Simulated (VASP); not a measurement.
# AlAs: electric field gradients with PBEsol

AlAs:

```xyz
2
Lattice="0.0000 2.8304 2.8304 2.8304 0.0000 2.8304 2.8304 2.8304 0.0000" Properties=species:S:1:pos:R:3 pbc="T T T"
Al    0.0000    0.0000    0.0000
As    4.2456    4.2456    4.2456
```

```
Program                : VASP 6.6.1
Task                   : electric field gradients
Functional             : PBEsol
Potentials or basis    : VASP PAW PBE potentials, release 64 (Al, As)
Cutoff                 : 400 eV
k mesh                 : 11 × 11 × 11
Occupations            : fermi-dirac, width 0.05 eV
Spin                   : no spin polarisation
Dipole correction      : no
Further INCAR settings : ALGO = Normal; EDIFF = 1e-08; NBANDS = 11
```

| Quantity | Value |
| --- | --- |
| Pressure | 0.8 GPa |
| Band gap on the k mesh | 1.37 eV (least direct gap 1.98 eV) |
| Largest electric field gradient by atom | zero within the noise of the run |

Levels at points of the mesh, in eV from the valence-band top:
```
           k point  band 1  band 2  band 3  band 4  band 5  band 6  band 7  band 8  band 9
(0.00, 0.00, 0.00)  -11.89    0.00    0.00    0.00    1.98    4.26    4.26    4.26    8.71
```

Wall time 11 s on 1 thread of Intel(R) Xeon(R) 6975P-C (Granite Rapids) (shared host), peak memory 0.16 GiB.

Caveat: the PAW data sets were made with another functional, which shifts forces and pressure a little; an odd mesh through Γ misses points on the zone boundary, where band edges can lie.
